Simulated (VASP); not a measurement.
# Ni (Fm-3m) in VASP: a series of runs

Aim: see how the results for Ni move with the level of theory and the settings. Levels: r2SCAN, PBE. Tasks: single point.

All numbers are computed with VASP 6.6.1; they aren't measurements. Logs are shortened: lines on timing, memory, paths and dates and some standing lists are left out, and cuts for length are marked.

### Step 1. The cell of the first run

The structure is cubic, space group Fm-3m (No. 225). Conventional cell: a = 3.559 Å, b = 3.559 Å, c = 3.559 Å, α = 90.00°, β = 90.00°, γ = 90.00°. Within 3.3 Å of Ni (site symmetry m-3m) lie 12 Ni at 2.52 Å.

### Step 2. Single point, r2SCAN

Input file POSCAR:

```
Ni
1.0
    0.0000000000      1.7796051196      1.7796051196
    1.7796051196      0.0000000000      1.7796051196
    1.7796051196      1.7796051196      0.0000000000
Ni
1
Direct
    0.0000000000      0.0000000000      0.0000000000
```

Input file INCAR.step1:

```
PREC = Accurate
ENCUT = 520
ISMEAR = -1
SIGMA = 0.1
LREAL = F
LASPH = T
NELM = 100
NBANDS = 11
GGA = PE
ALGO = Normal
EDIFF = 1E-4
LWAVE = T
LCHARG = F
```

Input file INCAR.step2:

```
PREC = Accurate
ENCUT = 520
EDIFF = 1E-7
ISMEAR = -1
SIGMA = 0.1
LREAL = F
LASPH = T
NELM = 100
ALGO = Normal
ISIF = 2
LWAVE = F
LCHARG = T
METAGGA = R2SCAN
LMIXTAU = T
LELF = T
LVHAR = T
NBANDS = 11
ISTART = 1
```

Input file KPOINTS:

```
Automatic mesh
0
Gamma
  16 16 16
```

Potentials or basis: VASP PAW PBE potentials, release 64 (Ni).

The run is started by

```
cat potpaw_PBE.64/Ni/POTCAR > POTCAR
cp INCAR.step1 INCAR
mpirun -np 1 vasp_std > vasp.out
cp INCAR.step2 INCAR
mpirun -np 1 vasp_std > vasp.out
```

OUTCAR:

```text
PREC = Accurate
   ENCUT = 520
   EDIFF = 1E-7
   ISMEAR = -1
   LREAL = F
   LASPH = T
   NELM = 100
   ISIF = 2
   METAGGA = R2SCAN
   ISTART = 1

 ion  position               nearest neighbor table
   1  0.000  0.000  0.000-

  LATTYP: Found a face centered cubic cell.
 ALAT       =     3.5592102392

  Lattice vectors:

 A1 = (   0.0000000000,   1.7796051196,   1.7796051196)
 A2 = (   1.7796051196,   0.0000000000,   1.7796051196)
 A3 = (   1.7796051196,   1.7796051196,   0.0000000000)

Analysis of symmetry for initial positions (statically):
=====================================================================
 Subroutine PRICEL returns:
 Original cell was already a primitive cell.

 Routine SETGRP: Setting up the symmetry group for a
 face centered cubic supercell.

 Subroutine GETGRP returns: Found 48 space group operations
 (whereof 48 operations were pure point group operations)
 out of a pool of 48 trial point group operations.

The static configuration has the point symmetry O_h .

Analysis of symmetry for dynamics (positions and initial velocities):
=====================================================================
 Subroutine PRICEL returns:
 Original cell was already a primitive cell.

 Routine SETGRP: Setting up the symmetry group for a
 face centered cubic supercell.

 Subroutine GETGRP returns: Found 48 space group operations
 (whereof 48 operations were pure point group operations)
 out of a pool of 48 trial point group operations.

The dynamic configuration has the point symmetry O_h .

 Subroutine INISYM returns: Found 48 space group operations
 (whereof 48 operations are pure point group operations),
 and found     1 'primitive' translations

----------------------------------------------------------------------------------------

                                     Primitive cell

  volume of cell :      11.2720

  direct lattice vectors                    reciprocal lattice vectors
     0.000000000  1.779605120  1.779605120    -0.280961206  0.280961206  0.280961206
     1.779605120  0.000000000  1.779605120     0.280961206 -0.280961206  0.280961206
     1.779605120  1.779605120  0.000000000     0.280961206  0.280961206 -0.280961206

  length of vectors
     2.516741696  2.516741696  2.516741696     0.486639083  0.486639083  0.486639083

  position of ions in fractional coordinates (direct lattice)
     0.000000000  0.000000000  0.000000000
[... 79 lines left out ...]
   NSW    =      0    number of steps for IOM
   IBRION =     -1    ionic relax: 0-MD 1-quasi-New 2-CG
   NFREE  =      0    steps in history (QN), initial steepest desc. (CG)
   ISIF   =      2    stress and relaxation
   ISYM   =      2    0-nonsym 1-usesym 2-fastsym
   POTIM  = 0.5000    time-step for ionic-motion
   TEBEG  =    0.0;   TEEND  =   0.0 temperature during run
   PSTRESS=    0.0 pullay stress
   NELECT =      10.0000    total number of electrons
   NUPDOWN=      -1.0000    fix difference up-down
   EMIN   =  10.00;   EMAX   =-10.00  energy-range for DOS
   EFERMI =   0.00;   METHOD = LEGACY
   ISMEAR =    -1;   SIGMA  =   0.10  broadening in eV -4-tet -1-fermi 0-gaus
   EFERMI_NEDOS =   21; number of points for ismear=-14 and -15
   IALGO  =     38    algorithm
   IMIX   =      4    mixing-type and parameters
     AMIX     =   0.40;   BMIX     =  1.00
     AMIX_MAG =   1.60;   BMIX_MAG =  1.00
  volume/ion in A,a.u.               =      11.27        76.07
  Fermi-wavevector in a.u.,A,eV,Ry     =   1.573045  2.972624 33.667222  2.474471
  Thomas-Fermi vector in A             =   2.674388
   LORBIT       =      0    0 simple, 1 ext, 2 COOP (PROOUT), +10 PAW based schemes
   METAGGA = R2SCAN    functional components
   LHFCALC =     F    Hartree Fock is set to
   AEXX    =    0.0000 exact exchange contribution
   IVDW    =     0    specifies the selected vdW correction
   LEPSILON=     F    determine dielectric tensor
   LRPA    =     F    only Hartree local field effects (RPA)
 non-spin polarized calculation
  energy-cutoff  :      520.00
  volume of cell :       11.27
 maximum number of plane-waves:       316
   NGX =  9   NGY =  9   NGZ =  9

 number of electron      10.0000004 magnetization

 Free energy of the ion-electron system (eV)
  ---------------------------------------------------
  ext. energy  EPLUGINS =         0.00000000
  ---------------------------------------------------
  free energy    TOTEN  =       -11.83273421 eV

  energy without entropy =      -11.74343432  energy(sigma->0) =      -11.78808426

 E-fermi :   8.4924     XC(G=0): -14.1122

 val. band max:        8.4851506729   @ k =   0.4375   0.3750   0.0000
 cond. band min:       8.4942413991   @ k =  -0.3750   0.3750   0.1250
 fundamental gap:      0.0090907263
 Fermi energy:         8.4924292951

 k-point     1 :       0.0000    0.0000    0.0000
  band No.  band energies     occupation
      1      -0.4210      2.00000
      2       6.6994      2.00000
      3       6.6995      2.00000
      4       6.6995      2.00000
      5       7.6830      1.99939
      6       7.6830      1.99939
      7      32.9197      0.00000
      8      36.9658      0.00000
      9      36.9658      0.00000
     10      36.9658      0.00000
     11      39.6103      0.00000
[... 309 lines left out ...]
 k-point    24 :      -0.0625    0.0625    0.0000
  band No.  band energies     occupation
      1      -0.0107      2.00000
      2       6.5835      2.00000
      3       6.7824      2.00000
      4       6.7974      2.00000
      5       7.6006      1.99973
      6       7.6995      1.99928
      7      31.4587      0.00000
      8      33.2273      0.00000
      9      35.6297      0.00000
     10      37.5356      0.00000
     11      39.7929      0.00000

 [... further k-points ...]

------------------------ aborting loop because EDIFF is reached ----------------------------------------

  FORCE on cell =-STRESS in cart. coord.  units (eV):
  Direction    XX          YY          ZZ          XY          YZ          ZX
  --------------------------------------------------------------------------------------
  -------------------------------------------------------------------------------------
  Total       -1.0012317     -1.0012317     -1.0012317     -0.0000000      0.0000000      0.0000000
  in kB     -142.3128833   -142.3128833   -142.3128833     -0.0000000      0.0000000      0.0000000
  external PRESSURE =    -142.3128833 kB  Pullay stress =       0.0000000 kB

 VOLUME and BASIS-vectors are now :
 -----------------------------------------------------------------------------
  energy-cutoff  :      520.00
  volume of cell :       11.27
      direct lattice vectors                 reciprocal lattice vectors
     0.000000000  1.779605120  1.779605120    -0.280961206  0.280961206  0.280961206
     1.779605120  0.000000000  1.779605120     0.280961206 -0.280961206  0.280961206
     1.779605120  1.779605120  0.000000000     0.280961206  0.280961206 -0.280961206

 POSITION                                       TOTAL-FORCE (eV/Angst)
 -----------------------------------------------------------------------------------
      0.00000      0.00000      0.00000         0.000000      0.000000      0.000000
 -----------------------------------------------------------------------------------
    total drift:                               -0.000000     -0.000000     -0.000000

  FREE ENERGIE OF THE ION-ELECTRON SYSTEM (eV)
  ---------------------------------------------------
  free  energy   TOTEN  =       -11.8327342069 eV

  energy  without entropy=      -11.7434343156  energy(sigma->0) =      -11.78808426
```

It took 75 s on 1 thread of AMD EPYC 7R13 (Zen 3), shared host; peak memory 0.11 GiB.

Results:

| Item | Value |
| --- | --- |
| Free energy | -11.8327 eV |
| Pressure | -14.2 GPa |
| Band gap on the k mesh | zero (bands 5 and 6 overlap by 1.01 eV) |

Levels at points of the mesh, in eV from the Fermi level:
| k point | band 1 | band 2 | band 3 | band 4 | band 5 | band 6 | band 7 | band 8 | band 9 | band 10 |
| --- | --- | --- | --- | --- | --- | --- | --- | --- | --- | --- |
| (0.00, 0.00, 0.00) | -8.91 | -1.79 | -1.79 | -1.79 | -0.81 | -0.81 | 24.43 | 28.47 | 28.47 | 28.47 |
| (0.50, 0.00, 0.00) | -4.35 | -1.88 | -1.88 | -0.09 | -0.05 | -0.05 | 6.09 | 22.95 | 25.47 | 25.47 |
| (0.50, 0.50, 0.00) | -4.23 | -3.61 | -0.12 | 0.16 | 0.16 | 2.70 | 9.57 | 15.44 | 15.44 | 20.09 |

Caveat: the cell stands under tension; the PAW data sets were made with another functional, which shifts forces and pressure a little; the run has no spin polarisation, though such a crystal can be magnetic.

### Step 3. Single point, PBE

This run uses another cell than the first one, of 10.19 Å³/atom.

Input file INCAR:

```
SYSTEM = Ni
PREC = Accurate
ENCUT = 520
EDIFF = 1E-6
ISMEAR = -1
SIGMA = 0.06122561905347299
LREAL = .False.
LASPH = .True.
NELM = 100
ALGO = Normal
ISIF = 2
LWAVE = .False.
LCHARG = .False.
GGA = PE
NBANDS = 11
```

Input file KPOINTS:

```
Automatic mesh
0
Gamma
  53 53 53
  0 0 0
```

Input file POSCAR:

```
Ni
1.0
    0.0000000000      1.7206339373      1.7206339373
    1.7206339373      0.0000000000      1.7206339373
    1.7206339373      1.7206339373      0.0000000000
Ni
1
Direct
    0.0000000000      0.0000000000      0.0000000000
```

Potentials or basis: VASP PAW PBE potentials, release 64 (Ni).

The run is started by

```
cat potpaw_PBE.64/Ni/POTCAR > POTCAR
mpirun -np 1 vasp_std > vasp.out
```

It took 4 min on 1 thread of AMD EPYC 7R13 (Zen 3), shared host; peak memory 0.47 GiB.

It converged, with:

```yaml
Free_energy: -5.4081 eV
Pressure: 14.3 GPa
Band_gap_on_the_k_mesh: zero (bands 5 and 6 overlap by 1.07 eV)
```

Levels at points of the mesh, in eV from the Fermi level:
```csv
k point,band 2,band 3,band 4,band 5,band 6,band 7,band 8,band 9
"(0.00, 0.00, 0.00)",-2.04,-2.04,-2.04,-0.83,-0.83,24.38,28.82,28.82
```

Caveat: the cell stands under pressure; the run has no spin polarisation, though such a crystal can be magnetic. Spin polarisation is off, so any magnetic state and its effect on volume and gap are missing.

### Step 4. Single point, PBE

This run uses another cell than the first one, of 10.40 Å³/atom.

Input file INCAR:

```
PREC = Accurate
ENCUT = 520
EDIFF = 1E-6
ISMEAR = -1
SIGMA = 0.06122561905347299
LREAL = False
LASPH = True
NELM = 100
ALGO = Normal
ISIF = 2
LWAVE = False
LCHARG = True
GGA = PE
LELF = True
LVHAR = True
NBANDS = 11
```

Input file KPOINTS:

```
regular mesh
0
Gamma
  53 53 53
```

Input file POSCAR:

```
Ni
1.0
    0.0000000000      1.7327514770      1.7327514770
    1.7327514770      0.0000000000      1.7327514770
    1.7327514770      1.7327514770      0.0000000000
Ni
1
Direct
    0.0000000000      0.0000000000      0.0000000000
```

The run is started by

```
cat potpaw_PBE.64/Ni/POTCAR > POTCAR
mpirun -np 1 vasp_std > vasp.out
```

It took 4.2 min on 1 thread of AMD EPYC 7R13 (Zen 3), shared host; peak memory 0.47 GiB.

The run converged. Its results:

```yaml
Free_energy: -5.4237 eV
Pressure: 8.9 GPa
Band_gap_on_the_k_mesh: zero (bands 5 and 6 overlap by 1.03 eV)
```

Levels at points of the mesh, in eV from the Fermi level:
```tsv
k point	band 3	band 4	band 5	band 6	band 7	band 8
(0.00, 0.00, 0.00)	-1.98	-1.98	-0.81	-0.81	24.20	28.48
```

Caveat: the cell stands under pressure; the run has no spin polarisation, though such a crystal can be magnetic. Spin polarisation is off, so any magnetic state and its effect on volume and gap are missing.

### Step 5. Summary

| level | cell | k mesh | smearing | gap on the mesh (eV) | pressure (GPa) |
| --- | --- | --- | --- | --- | --- |
| r2SCAN | a = 2.517 Å, angles 60.0°, 1 atom | 16 × 16 × 16 | fermi-dirac 0.1 eV | none | -14.2 |
| PBE | a = 2.433 Å, angles 60.0°, 1 atom | 53 × 53 × 53 | fermi-dirac 0.0612256 eV | none | 14.3 |
| PBE | a = 2.450 Å, angles 60.0°, 1 atom | 53 × 53 × 53 | fermi-dirac 0.0612256 eV | none | 8.9 |

Alike in all rows: task single point; potentials or basis VASP PAW PBE potentials, release 64 (Ni); no spin polarisation; cutoff (eV) 520.

Caveats: the run has no spin polarisation, though such a crystal can be magnetic; the cell stands under pressure (at least some runs); the cell stands under tension (at least some runs); the PAW data sets were made with another functional, which shifts forces and pressure a little (at least some runs).

Absolute energies hang on the potentials; compare differences alone.
